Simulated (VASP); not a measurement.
# Si (Imma) in VASP: single point with HSE06

Aim: the single point of Si with HSE06.

All numbers are computed with VASP 6.6.1; they aren't measurements. Logs are shortened: lines on timing, memory, paths and dates and some standing lists are left out, and cuts for length are marked.

### 1 The cell of the first run

It takes space group Imma (No. 74, orthorhombic). Conventional cell: a = 3.792 Å, b = 3.907 Å, c = 5.444 Å, α = 90.00°, β = 90.00°, γ = 90.00°. Within 3.1 Å of Si (site symmetry mm2) lie 4 Si at 2.35 to 2.37 Å.

### 2 Single point, HSE06 (shear xy strain -3.0%)

POSCAR reads:

```
Si
1.0
   -0.0408317834      2.7221188957      2.7221188957
    2.7221188957     -0.0408317834      2.7221188957
    2.6812871123      2.6812871123      0.0000000000
Si
2
Direct
   -0.0018816685     -0.0018816685      0.0018816685
    0.2518816685      0.2518816685      0.2481183315
```

INCAR.step1 reads:

```
SYSTEM = Si
PREC = Accurate
ENCUT = 520
EDIFF = 1E-5
ISMEAR = 0
SIGMA = 0.01
LREAL = .False.
LASPH = .True.
NELM = 60
ALGO = Normal
ISIF = 2
LWAVE = .True.
LCHARG = .False.
GGA = PE
NBANDS = 11
```

INCAR.step2 reads:

```
SYSTEM = Si
PREC = Accurate
ENCUT = 520
EDIFF = 1E-6
ISMEAR = 0
SIGMA = 0.01
LREAL = .False.
LASPH = .True.
NELM = 60
ALGO = Normal
ISIF = 2
LWAVE = .False.
LCHARG = .False.
GGA = PE
LHFCALC = .True.
HFSCREEN = 0.2079
PRECFOCK = Normal
ISTART = 1
NBANDS = 11
```

KPOINTS reads:

```
Automatic mesh
0
Gamma
  6 6 6
  0 0 0
```

Potentials or basis: VASP PAW PBE potentials, release 64 (Si).

Started as:

```bash
> cat potpaw_PBE.64/Si/POTCAR > POTCAR
> cp INCAR.step1 INCAR
> mpirun -np 1 vasp_std > vasp.out
> cp INCAR.step2 INCAR
> mpirun -np 1 vasp_std > vasp.out
```

OUTCAR:

```text
SYSTEM = Si
   PREC = Accurate
   ENCUT = 520
   EDIFF = 1E-6
   ISMEAR = 0
   LREAL = .False.
   LASPH = .True.
   NELM = 60
   ISIF = 2
   GGA = PE
   LHFCALC = .True.
   HFSCREEN = 0.2079
   PRECFOCK = Normal
   ISTART = 1

 ion  position               nearest neighbor table
   1  0.998  0.998  0.002-   2 2.35   2 2.35   2 2.37   2 2.37
   2  0.252  0.252  0.248-   1 2.35   1 2.35   1 2.37   1 2.37

  LATTYP: Found a body centered orthorhombic cell.
 ALAT       =     3.7919125988
 B/A-ratio  =     1.0304568528
 C/A-ratio  =     1.4357498095

  Lattice vectors:

 A1 = (   0.0408317834,  -2.7221188957,  -2.7221188957)
 A2 = (  -0.0408317834,   2.7221188957,  -2.7221188957)
 A3 = (   2.7221188957,  -0.0408317834,   2.7221188957)

Analysis of symmetry for initial positions (statically):
=====================================================================
 Subroutine PRICEL returns:
 Original cell was already a primitive cell.

 Routine SETGRP: Setting up the symmetry group for a
 body centered orthorhombic supercell.

 Subroutine GETGRP returns: Found  8 space group operations
 (whereof  4 operations were pure point group operations)
 out of a pool of  8 trial point group operations.

The static configuration has the point symmetry C_2v.
 The point group associated with its full space group is D_2h.

Analysis of symmetry for dynamics (positions and initial velocities):
=====================================================================
 Subroutine PRICEL returns:
 Original cell was already a primitive cell.

 Routine SETGRP: Setting up the symmetry group for a
 body centered orthorhombic supercell.

 Subroutine GETGRP returns: Found  8 space group operations
 (whereof  4 operations were pure point group operations)
 out of a pool of  8 trial point group operations.

The dynamic configuration has the point symmetry C_2v.
 The point group associated with its full space group is D_2h.

 Subroutine INISYM returns: Found  8 space group operations
 (whereof  4 operations are pure point group operations),
 and found     1 'primitive' translations

----------------------------------------------------------------------------------------

                                     Primitive cell

  volume of cell :      40.3324

  direct lattice vectors                    reciprocal lattice vectors
    -0.040831783  2.722118896  2.722118896    -0.180965952  0.180965952  0.183680441
     2.722118896 -0.040831783  2.722118896     0.180965952 -0.180965952  0.183680441
     2.681287112  2.681287112  0.000000000     0.186477605  0.186477605 -0.183680441

  length of vectors
     3.849873998  3.849873998  3.791912599     0.315017231  0.315017231  0.321381859

  position of ions in fractional coordinates (direct lattice)
     0.998118332  0.998118332  0.001881668
     0.251881668  0.251881668  0.248118332

  ion indices of the primitive-cell ions
   primitive index   ion index
                 1           1
                 2           2

----------------------------------------------------------------------------------------

 KPOINTS: Automatic mesh

Automatic generation of k-mesh.
 Grid dimensions read from file:
 generate k-points for:    6    6    6

 Generating k-lattice:

  Cartesian coordinates                     Fractional coordinates (reciprocal lattice)
    -0.030160992  0.030160992  0.030613407     0.166666667  0.000000000  0.000000000
     0.030160992 -0.030160992  0.030613407     0.000000000  0.166666667  0.000000000
     0.031079601  0.031079601 -0.030613407     0.000000000  0.000000000  0.166666667

  Length of vectors
     0.052502872  0.052502872  0.053563643

  Shift w.r.t. Gamma in fractional coordinates (k-lattice)
     0.000000000  0.000000000  0.000000000

 Subroutine IBZKPT returns following result:
 ===========================================

 Found     46 irreducible k-points:

 Following reciprocal coordinates:
            Coordinates               Weight
  0.000000  0.000000  0.000000      1.000000
  0.166667  0.000000  0.000000      4.000000
  0.333333  0.000000  0.000000      4.000000
  0.500000  0.000000  0.000000      2.000000
  0.166667  0.166667  0.000000      2.000000
  0.333333  0.166667  0.000000      4.000000
[... 16 lines left out ...]
 -0.166667  0.333333  0.166667      4.000000
  0.500000  0.500000  0.166667      4.000000
 [... further k-points ...]
   k-points           NKPTS =     46   k-points in BZ     NKDIM =    216   number of bands    NBANDS=     11
   number of dos      NEDOS =    301   number of ions     NIONS =      2
   total plane-waves  NPLWV =  25200
   dimension x,y,z NGX =    30 NGY =   30 NGZ =   28
   dimension x,y,z NGXF=    60 NGYF=   60 NGZF=   56
   ions per type =               2
   NGX,Y,Z   is equivalent  to a cutoff of  12.95, 12.95, 12.28 a.u.
   NGXF,Y,Z  is equivalent  to a cutoff of  25.91, 25.91, 24.55 a.u.
 SYSTEM =  Si
   PREC   = accura    normal or accurate (medium, high low for compatibility)
   ISTART =      1    job   : 0-new  1-cont  2-samecut
   ICHARG =      0    charge: 1-file 2-atom 10-const
   ISPIN  =      1    spin polarized calculation?
   LNONCOLLINEAR =      F non collinear calculations
   LSORBIT =      F    spin-orbit coupling
   LASPH  =      T    aspherical Exc in radial PAW
   ENCUT  =  520.0 eV  38.22 Ry    6.18 a.u.   7.16  7.16  7.05*2*pi/ulx,y,z
   NELM   =     60;   NELMIN=  2; NELMDL=  0     # of ELM steps
   EDIFF  = 0.1E-05   stopping-criterion for ELM
   LREAL  =      F    real-space projection
   EDIFFG = 0.1E-04   stopping-criterion for IOM
   NSW    =      0    number of steps for IOM
   IBRION =     -1    ionic relax: 0-MD 1-quasi-New 2-CG
   NFREE  =      0    steps in history (QN), initial steepest desc. (CG)
   ISIF   =      2    stress and relaxation
   ISYM   =      3    0-nonsym 1-usesym 2-fastsym
   POTIM  = 0.5000    time-step for ionic-motion
   TEBEG  =    0.0;   TEEND  =   0.0 temperature during run
   PSTRESS=    0.0 pullay stress
   NELECT =       8.0000    total number of electrons
   NUPDOWN=      -1.0000    fix difference up-down
   EMIN   =  10.00;   EMAX   =-10.00  energy-range for DOS
   EFERMI =   0.00;   METHOD = LEGACY
   ISMEAR =     0;   SIGMA  =   0.01  broadening in eV -4-tet -1-fermi 0-gaus
   EFERMI_NEDOS =   21; number of points for ismear=-14 and -15
   IALGO  =     38    algorithm
   IMIX   =      1    mixing-type and parameters
     AMIX     =   0.40;   BMIX     =  1.00
     AMIX_MAG =   1.60;   BMIX_MAG =  1.00
  volume/ion in A,a.u.               =      20.17       136.09
  Fermi-wavevector in a.u.,A,eV,Ry     =   0.954744  1.804205 12.402204  0.911536
  Thomas-Fermi vector in A             =   2.083519
   LORBIT       =      0    0 simple, 1 ext, 2 COOP (PROOUT), +10 PAW based schemes
   GGA     = PE    functional components
   LHFCALC =     T    Hartree Fock is set to
   PRECFOCK=normal    Normal, Fast or Accurate (Low or Medium for compatibility)
   ENCUT4O =  -1.0   cutoff for four orbital integrals eV
   NKREDX  =     1    reduce k-point grid by
   NKREDY  =     1    reduce k-point grid by
   NKREDZ  =     1    reduce k-point grid by
   AEXX    =    0.2500 exact exchange contribution
   HFSCREEN=    0.2079 screening length (either q_TF or 0.3 A-1)
   HFSCREENC=   0.2079 screening length for correlation (either q_TF or 0.3 A-1)
   ENCUTFOCK=  -1.0 apply spherical cutoff to Coloumb kernel
   IVDW    =     0    specifies the selected vdW correction
   LEPSILON=     F    determine dielectric tensor
   LRPA    =     F    only Hartree local field effects (RPA)
 non-spin polarized calculation
 Gauss-broadening in eV      SIGMA  =   0.01
  energy-cutoff  :      520.00
  volume of cell :       40.33
 maximum number of plane-waves:      1099
 NGX is ok and might be reduce to    30
  NGX = 24; NGY = 24; NGZ = 24

 number of electron       8.0000000 magnetization

 Free energy of the ion-electron system (eV)
  ---------------------------------------------------
  ext. energy  EPLUGINS =         0.00000000
  ---------------------------------------------------
  free energy    TOTEN  =       -12.52337667 eV

  energy without entropy =      -12.52337667  energy(sigma->0) =      -12.52337667

 E-fermi :   5.6291     XC(G=0):  -7.8260

 val. band max:        5.5479486109   @ k =   0.0000   0.0000   0.0000
 cond. band min:       6.4834263982   @ k =   0.5000   0.5000   0.0000
 fundamental gap:      0.9354777873
 Fermi energy:         5.6291075404

 k-point     1 :       0.0000    0.0000    0.0000
  band No.  band energies     occupation
      1      -7.8309      2.00000
      2       5.2691      2.00000
      3       5.3960      2.00000
      4       5.5479      2.00000
      5       8.5487      0.00000
      6       8.6216      0.00000
      7       8.9111      0.00000
      8       9.7431      0.00000
      9      14.1788      0.00000
     10      14.1819      0.00000
     11      14.1944      0.00000

 k-point     2 :       0.1667    0.0000    0.0000
  band No.  band energies     occupation
      1      -7.4421      2.00000
      2       2.7364      2.00000
      3       4.9182      2.00000
      4       5.0817      2.00000
      5       8.5835      0.00000
      6       9.3331      0.00000
      7       9.5621      0.00000
      8      11.7096      0.00000
      9      13.4671      0.00000
     10      13.5885      0.00000
     11      15.3585      0.00000

 k-point     3 :       0.3333    0.0000    0.0000
  band No.  band energies     occupation
      1      -6.3511      2.00000
      2      -0.5174      2.00000
      3       4.3510      2.00000
      4       4.4691      2.00000
      5       8.0112      0.00000
      6       9.6983      0.00000
      7       9.8608      0.00000
      8      14.1126      0.00000
      9      14.4549      0.00000
     10      14.6102      0.00000
     11      15.5463      0.00000
[... 267 lines left out ...]
 k-point    23 :      -0.1667    0.3333    0.1667
  band No.  band energies     occupation
      1      -5.3693      2.00000
      2      -0.7836      2.00000
      3       1.5400      2.00000
      4       2.9919      2.00000
      5       9.0514      0.00000
      6      10.0031      0.00000
      7      10.7761      0.00000
      8      13.6263      0.00000
      9      15.7369      0.00000
     10      16.0189      0.00000
     11      19.3223      0.00000

 k-point    24 :       0.5000    0.5000    0.1667
  band No.  band energies     occupation
      1      -4.4157      2.00000
      2      -1.8188      2.00000
      3       1.5731      2.00000
      4       2.4375      2.00000
      5       6.8861      0.00000
      6       9.1388      0.00000
      7      13.9130      0.00000
      8      13.9245      0.00000
      9      17.1640      0.00000
     10      17.3204      0.00000
     11      19.0229      0.00000

 [... further k-points ...]
[... 5 lines left out ...]
  --------------------------------------------------------------------------------------
  -------------------------------------------------------------------------------------
  Total       -0.1227354     -0.1227354     -0.1378940      0.6183977      0.0000000      0.0000000
  in kB       -4.8755865     -4.8755865     -5.4777509     24.5654587      0.0000000      0.0000000
  external PRESSURE =      -5.0763080 kB  Pullay stress =       0.0000000 kB

 VOLUME and BASIS-vectors are now :
 -----------------------------------------------------------------------------
  energy-cutoff  :      520.00
  volume of cell :       40.33
      direct lattice vectors                 reciprocal lattice vectors
    -0.040831783  2.722118896  2.722118896    -0.180965952  0.180965952  0.183680441
     2.722118896 -0.040831783  2.722118896     0.180965952 -0.180965952  0.183680441
     2.681287112  2.681287112  0.000000000     0.186477605  0.186477605 -0.183680441

 POSITION                                       TOTAL-FORCE (eV/Angst)
 -----------------------------------------------------------------------------------
      2.68129      2.68129      5.43399         0.000000      0.000000      0.004067
      1.34064      1.34064      1.37130        -0.000000     -0.000000     -0.004067
 -----------------------------------------------------------------------------------
    total drift:                               -0.000000     -0.000000      0.000000

  FREE ENERGIE OF THE ION-ELECTRON SYSTEM (eV)
  ---------------------------------------------------
  free  energy   TOTEN  =       -12.5233766653 eV

  energy  without entropy=      -12.5233766653  energy(sigma->0) =      -12.52337667
```

Run time: 59 min. Hardware: 1 thread of Intel Xeon 8259CL, shared host; peak memory 0.28 GiB.

Results:

* Free energy: -12.5234 eV
* Pressure: -0.5 GPa
* Largest force: 0.004 eV/Å
* Band gap on the k mesh: 0.94 eV (least direct gap 3.00 eV)

Forces in eV/Å, atoms in the order of the input:
```
Si   0.000  0.000  0.004
Si   0.000  0.000 -0.004
```

Stress tensor (GPa, compression positive):
```
-0.49  2.46  0.00
 2.46 -0.49  0.00
 0.00  0.00 -0.55
```

Caveat: the cell differs from its parent crystal (shear xy strain -3.0%); the PAW data sets were made with another functional, which shifts forces and pressure a little.
